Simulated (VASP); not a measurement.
# Os (P6_3/mmc) in VASP: a series of runs

The runs below take Os through single point, relaxation of cell and atoms, with PBEsol.

Program: VASP 6.6.1. These are calculated values, not measurements. Logs are shortened: lines on timing, memory, paths and dates and some standing lists are left out, and cuts for length are marked.

## 1. The cell of the first run

It takes space group P6_3/mmc (No. 194, hexagonal). Conventional cell: a = 2.733 Å, b = 2.733 Å, c = 4.298 Å, α = 90.00°, β = 90.00°, γ = 120.00°. Within 3.5 Å of Os (site symmetry -6m2) lie 12 Os at 2.67 to 2.73 Å.

## 2. Single point, PBEsol

Input file INCAR:

```
PREC = Accurate
ENCUT = 520
EDIFF = 1E-6
ISMEAR = -1
SIGMA = 0.1
LREAL = False
LASPH = True
NELM = 60
ALGO = Normal
ISIF = 2
LWAVE = False
LCHARG = False
GGA = PS
NBANDS = 15
```

Input file KPOINTS:

```
Automatic mesh
0
Gamma
  10 10 6
```

Input file POSCAR:

```
Os
1.0
    2.7331729411      0.0000000000      0.0000000000
   -1.3665864706      2.3669971999      0.0000000000
    0.0000000000      0.0000000000      4.2979110190
Os
2
Direct
    0.3333333333      0.6666666667      0.2500000000
    0.6666666667      0.3333333333      0.7500000000
```

Potentials or basis: VASP PAW PBE potentials, release 64 (Os).

Run with:

```
$ cat potpaw_PBE.64/Os/POTCAR > POTCAR
$ mpirun -np 1 vasp_std > vasp.out
```

OUTCAR:

```text
PREC = Accurate
   ENCUT = 520
   EDIFF = 1E-6
   ISMEAR = -1
   LREAL = False
   LASPH = True
   NELM = 60
   ISIF = 2
   GGA = PS

 ion  position               nearest neighbor table
   1  0.333  0.667  0.250-   2 2.67   2 2.67   2 2.67   2 2.67   2 2.67   2 2.67
   2  0.667  0.333  0.750-   1 2.67   1 2.67   1 2.67   1 2.67   1 2.67   1 2.67

  LATTYP: Found a hexagonal cell.
 ALAT       =     2.7331729411
 C/A-ratio  =     1.5724987447

  Lattice vectors:

 A1 = (   2.7331729411,   0.0000000000,   0.0000000000)
 A2 = (  -1.3665864706,   2.3669971999,   0.0000000000)
 A3 = (   0.0000000000,   0.0000000000,   4.2979110190)

Analysis of symmetry for initial positions (statically):
=====================================================================
 Subroutine PRICEL returns:
 Original cell was already a primitive cell.

 Routine SETGRP: Setting up the symmetry group for a
 hexagonal supercell.

 Subroutine GETGRP returns: Found 24 space group operations
 (whereof 12 operations were pure point group operations)
 out of a pool of 24 trial point group operations.

The static configuration has the point symmetry D_3d.
 The point group associated with its full space group is D_6h.

Analysis of symmetry for dynamics (positions and initial velocities):
=====================================================================
 Subroutine PRICEL returns:
 Original cell was already a primitive cell.

 Routine SETGRP: Setting up the symmetry group for a
 hexagonal supercell.

 Subroutine GETGRP returns: Found 24 space group operations
 (whereof 12 operations were pure point group operations)
 out of a pool of 24 trial point group operations.

The dynamic configuration has the point symmetry D_3d.
 The point group associated with its full space group is D_6h.

 Subroutine INISYM returns: Found 24 space group operations
 (whereof 12 operations are pure point group operations),
 and found     1 'primitive' translations

----------------------------------------------------------------------------------------

                                     Primitive cell

  volume of cell :      27.8050

  direct lattice vectors                    reciprocal lattice vectors
     2.733172941  0.000000000  0.000000000     0.365875128  0.211238104  0.000000000
    -1.366586471  2.366997200  0.000000000     0.000000000  0.422476207  0.000000000
     0.000000000  0.000000000  4.297911019     0.000000000  0.000000000  0.232671173

  length of vectors
     2.733172941  2.733172941  4.297911019     0.422476207  0.422476207  0.232671173

  position of ions in fractional coordinates (direct lattice)
     0.333333333  0.666666667  0.250000000
     0.666666667  0.333333333  0.750000000

  ion indices of the primitive-cell ions
   primitive index   ion index
                 1           1
                 2           2

----------------------------------------------------------------------------------------

 KPOINTS: Automatic mesh

Automatic generation of k-mesh.
 Grid dimensions read from file:
 generate k-points for:   10   10    6

 Generating k-lattice:

  Cartesian coordinates                     Fractional coordinates (reciprocal lattice)
     0.036587513  0.021123810  0.000000000     0.100000000  0.000000000  0.000000000
     0.000000000  0.042247621  0.000000000     0.000000000  0.100000000  0.000000000
     0.000000000  0.000000000  0.038778529     0.000000000  0.000000000  0.166666667

  Length of vectors
     0.042247621  0.042247621  0.038778529

  Shift w.r.t. Gamma in fractional coordinates (k-lattice)
     0.000000000  0.000000000  0.000000000

 Subroutine IBZKPT returns following result:
 ===========================================

 Found     56 irreducible k-points:

 Following reciprocal coordinates:
            Coordinates               Weight
  0.000000  0.000000  0.000000      1.000000
  0.100000  0.000000  0.000000      6.000000
  0.200000  0.000000  0.000000      6.000000
  0.300000  0.000000  0.000000      6.000000
  0.400000  0.000000  0.000000      6.000000
  0.500000  0.000000  0.000000      3.000000
[... 16 lines left out ...]
  0.300000  0.100000  0.166667     24.000000
  0.400000  0.100000  0.166667     24.000000
 [... further k-points ...]
   k-points           NKPTS =     56   k-points in BZ     NKDIM =     56   number of bands    NBANDS=     15
   number of dos      NEDOS =    301   number of ions     NIONS =      2
   total plane-waves  NPLWV =  12800
   dimension x,y,z NGX =    20 NGY =   20 NGZ =   32
   dimension x,y,z NGXF=    40 NGYF=   40 NGZF=   64
   ions per type =               2
   NGX,Y,Z   is equivalent  to a cutoff of  12.17, 12.17, 12.38 a.u.
   NGXF,Y,Z  is equivalent  to a cutoff of  24.33, 24.33, 24.76 a.u.
 SYSTEM =  unknown system
   PREC   = accura    normal or accurate (medium, high low for compatibility)
   ISTART =      0    job   : 0-new  1-cont  2-samecut
   ICHARG =      2    charge: 1-file 2-atom 10-const
   ISPIN  =      1    spin polarized calculation?
   LNONCOLLINEAR =      F non collinear calculations
   LSORBIT =      F    spin-orbit coupling
   LASPH  =      T    aspherical Exc in radial PAW
   ENCUT  =  520.0 eV  38.22 Ry    6.18 a.u.   5.08  5.08  7.99*2*pi/ulx,y,z
   NELM   =     60;   NELMIN=  2; NELMDL= -5     # of ELM steps
   EDIFF  = 0.1E-05   stopping-criterion for ELM
   LREAL  =      F    real-space projection
   EDIFFG = 0.1E-04   stopping-criterion for IOM
   NSW    =      0    number of steps for IOM
   IBRION =     -1    ionic relax: 0-MD 1-quasi-New 2-CG
   NFREE  =      0    steps in history (QN), initial steepest desc. (CG)
   ISIF   =      2    stress and relaxation
   ISYM   =      2    0-nonsym 1-usesym 2-fastsym
   POTIM  = 0.5000    time-step for ionic-motion
   TEBEG  =    0.0;   TEEND  =   0.0 temperature during run
   PSTRESS=    0.0 pullay stress
   NELECT =      16.0000    total number of electrons
   NUPDOWN=      -1.0000    fix difference up-down
   EMIN   =  10.00;   EMAX   =-10.00  energy-range for DOS
   EFERMI =   0.00;   METHOD = LEGACY
   ISMEAR =    -1;   SIGMA  =   0.10  broadening in eV -4-tet -1-fermi 0-gaus
   EFERMI_NEDOS =   21; number of points for ismear=-14 and -15
   IALGO  =     38    algorithm
   IMIX   =      4    mixing-type and parameters
     AMIX     =   0.40;   BMIX     =  1.00
     AMIX_MAG =   1.60;   BMIX_MAG =  1.00
  volume/ion in A,a.u.               =      13.90        93.82
  Fermi-wavevector in a.u.,A,eV,Ry     =   1.361677  2.573196 25.227432  1.854164
  Thomas-Fermi vector in A             =   2.488232
   LORBIT       =      0    0 simple, 1 ext, 2 COOP (PROOUT), +10 PAW based schemes
   GGA     = PS    functional components
   LHFCALC =     F    Hartree Fock is set to
   AEXX    =    0.0000 exact exchange contribution
   IVDW    =     0    specifies the selected vdW correction
   LEPSILON=     F    determine dielectric tensor
   LRPA    =     F    only Hartree local field effects (RPA)
 non-spin polarized calculation
  energy-cutoff  :      520.00
  volume of cell :       27.80
 maximum number of plane-waves:       768
   NGX = 11   NGY = 11   NGZ = 15

 number of electron      15.9999998 magnetization

 Free energy of the ion-electron system (eV)
  ---------------------------------------------------
  ext. energy  EPLUGINS =         0.00000000
  ---------------------------------------------------
  free energy    TOTEN  =       -24.48692717 eV

  energy without entropy =      -24.44256293  energy(sigma->0) =      -24.46474505

 E-fermi :   9.4276     XC(G=0): -14.1892

 val. band max:        9.3370000703   @ k =   0.1000   0.0000   0.3333
 cond. band min:       9.4497934049   @ k =   0.3000   0.0000   0.0000
 fundamental gap:      0.1127933346
 Fermi energy:         9.4276014562

 k-point     1 :       0.0000    0.0000    0.0000
  band No.  band energies     occupation
      1      -1.6500      2.00000
      2       1.5175      2.00000
      3       6.2956      2.00000
      4       6.2956      2.00000
      5       6.6104      2.00000
      6       7.1632      2.00000
      7       7.1632      2.00000
      8       7.7761      2.00000
      9       7.7761      2.00000
     10       9.4526      0.87566
     11      11.1064      0.00000
     12      11.1064      0.00000
     13      18.5724      0.00000
     14      23.4109      0.00000
     15      26.2432      0.00000

 k-point     2 :       0.1000    0.0000    0.0000
  band No.  band energies     occupation
      1      -1.2479      2.00000
      2       1.8674      2.00000
      3       5.6723      2.00000
      4       6.6530      2.00000
      5       6.9036      2.00000
      6       7.1759      2.00000
      7       7.1914      2.00000
      8       7.4960      2.00000
      9       7.4994      2.00000
     10       8.2727      1.99998
     11      11.2995      0.00000
     12      12.9889      0.00000
     13      18.5363      0.00000
     14      24.2224      0.00000
     15      26.7389      0.00000

 k-point     3 :       0.2000    0.0000    0.0000
  band No.  band energies     occupation
      1      -0.1593      2.00000
      2       2.6184      2.00000
      3       5.0033      2.00000
      4       5.5427      2.00000
      5       6.4462      2.00000
      6       6.9043      2.00000
      7       7.6600      2.00000
      8       7.6782      2.00000
      9       8.0609      2.00000
     10       8.4408      1.99990
     11      11.6692      0.00000
     12      15.6641      0.00000
     13      18.3057      0.00000
     14      24.9822      0.00000
     15      26.5521      0.00000
[... 343 lines left out ...]
 k-point    23 :       0.3000    0.1000    0.1667
  band No.  band energies     occupation
      1       1.8976      2.00000
      2       2.9909      2.00000
      3       3.7349      2.00000
      4       4.8194      2.00000
      5       6.0598      2.00000
      6       6.7213      2.00000
      7       7.3032      2.00000
      8       9.5562      0.43310
      9      10.6397      0.00001
     10      10.8777      0.00000
     11      12.0178      0.00000
     12      16.5619      0.00000
     13      19.0183      0.00000
     14      22.1981      0.00000
     15      22.7033      0.00000

 k-point    24 :       0.4000    0.1000    0.1667
  band No.  band energies     occupation
      1       1.9979      2.00000
      2       2.6027      2.00000
      3       3.8045      2.00000
      4       4.7752      2.00000
      5       5.8439      2.00000
      6       7.4916      2.00000
      7       7.8121      2.00000
      8      10.8759      0.00000
      9      11.3396      0.00000
     10      11.6963      0.00000
     11      13.2303      0.00000
     12      15.8311      0.00000
     13      18.4491      0.00000
     14      20.4987      0.00000
     15      21.6108      0.00000

 [... further k-points ...]

------------------------ aborting loop because EDIFF is reached ----------------------------------------

  FORCE on cell =-STRESS in cart. coord.  units (eV):
  Direction    XX          YY          ZZ          XY          YZ          ZX
  --------------------------------------------------------------------------------------
  -------------------------------------------------------------------------------------
  Total        0.0924704      0.0924704      0.0826139     -0.0000000      0.0000000     -0.0000000
  in kB        5.3283278      5.3283278      4.7603771     -0.0000000      0.0000000     -0.0000000
  external PRESSURE =       5.1390109 kB  Pullay stress =       0.0000000 kB

 VOLUME and BASIS-vectors are now :
 -----------------------------------------------------------------------------
  energy-cutoff  :      520.00
  volume of cell :       27.80
      direct lattice vectors                 reciprocal lattice vectors
     2.733172941  0.000000000  0.000000000     0.365875128  0.211238104  0.000000000
    -1.366586471  2.366997200  0.000000000     0.000000000  0.422476207  0.000000000
     0.000000000  0.000000000  4.297911019     0.000000000  0.000000000  0.232671173

 POSITION                                       TOTAL-FORCE (eV/Angst)
 -----------------------------------------------------------------------------------
     -0.00000      1.57800      1.07448        -0.000000      0.000000      0.000000
      1.36659      0.78900      3.22343         0.000000      0.000000      0.000000
 -----------------------------------------------------------------------------------
    total drift:                               -0.000000      0.000000     -0.000000

  FREE ENERGIE OF THE ION-ELECTRON SYSTEM (eV)
  ---------------------------------------------------
  free  energy   TOTEN  =       -24.4869271674 eV

  energy  without entropy=      -24.4425629260  energy(sigma->0) =      -24.46474505
```

Run time: 28 s. Hardware: 1 thread of AMD EPYC 7R43 (Zen 3), shared host; peak memory 0.11 GiB.

Results:

```
Free energy            : -24.4869 eV
Pressure               : 0.5 GPa
Band gap on the k mesh : zero (bands 8 and 9 overlap by 3.93 eV)
```

Caveat: the PAW data sets were made with another functional, which shifts forces and pressure a little; spin-orbit coupling is left out, which moves the levels of the heavy elements.

(Part 1 of 2 ends here.)

The gap in the log of VASP goes by the Fermi energy; the results here count the filled bands.